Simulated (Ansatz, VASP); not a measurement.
# Two plane-wave programs on WC

INCAR

```
PREC     = Accurate       # precision mode
ENCUT    = 600            # plane-wave cutoff, eV
EDIFF    = 1E-7           # SCF threshold, eV
ISMEAR   = -1             # smearing method
SIGMA    = 0.08           # smearing width, eV
LREAL    = F              # projectors in reciprocal space
LASPH    = T              # aspherical terms in the spheres
NELM     = 100            # most SCF steps
ALGO     = Normal         # electronic algorithm
ISIF     = 3              # what is computed and relaxed
LWAVE    = F              # write WAVECAR
LCHARG   = F              # write CHGCAR
GGA      = PS             # functional
IBRION   = 2              # ionic algorithm
NSW      = 100            # ionic steps
EDIFFG   = -0.002         # ionic threshold
```

KPOINTS

```
Automatic mesh
0
Gamma
  14 14 12
```

POSCAR

```
WC
1.0
    2.9065000000      0.0000000000      0.0000000000
   -1.4532500000      2.5171028361      0.0000000000
    0.0000000000      0.0000000000      2.8366000000
W C
1 1
Direct
    0.0000000000      0.0000000000      0.0000000000
    0.6666666667      0.3333333333      0.5000000000
```

Input for Ansatz:

```yaml
crystal:
  lattice:
    - [2.9065, 0.0, 0.0]
    - [-1.45325, 2.5171028361, 0.0]
    - [0.0, 0.0, 2.8366]
  atoms:
    - { symbol: W, position: [0.0, 0.0, 0.0] }
    - { symbol: C, position: [0.666666666667, 0.333333333333, 0.5] }
kpoints:
  mp_grid: { grid: [14, 14, 12] }
scf:
  occupations: { method: fermi_dirac, width: 0.08 }
hamiltonian:
  xc: pbesol
  pseudopotentials: { kind: paw }
relax:
  f_tol: 0.002
  max_steps: 80
  cell: {}
output:
  forces: true
  stress: true
  write_density: true
  write_potential: true
  elf: true
  volumetric_format: npy
```

Alike in both runs: task relaxation of cell and atoms; functional PBEsol; k mesh 14 × 14 × 12; occupations fermi-dirac, width 0.08 eV; no spin polarisation.

```csv
,VASP,Ansatz
version,VASP 6.6.1,Ansatz 0.2.0
potentials or method,"VASP PAW PBE potentials, release 64 (W_sv, C)","PAW with Ansatz's default frozen-core files, scalar-relativistic"
plane-wave cutoff (eV),600,420
valence electrons in the cell,18,18
```

```tsv
	VASP	Ansatz	Ansatz less VASP
relaxed volume (Å³/atom)	10.32	10.29	-0.030
relaxed length of the cell vector where the two differ most in proportion (Å)	2.831	2.827	-0.0031
```

VASP's potentials were made for PBE, not for PBEsol.

Neither program's run includes spin-orbit coupling.
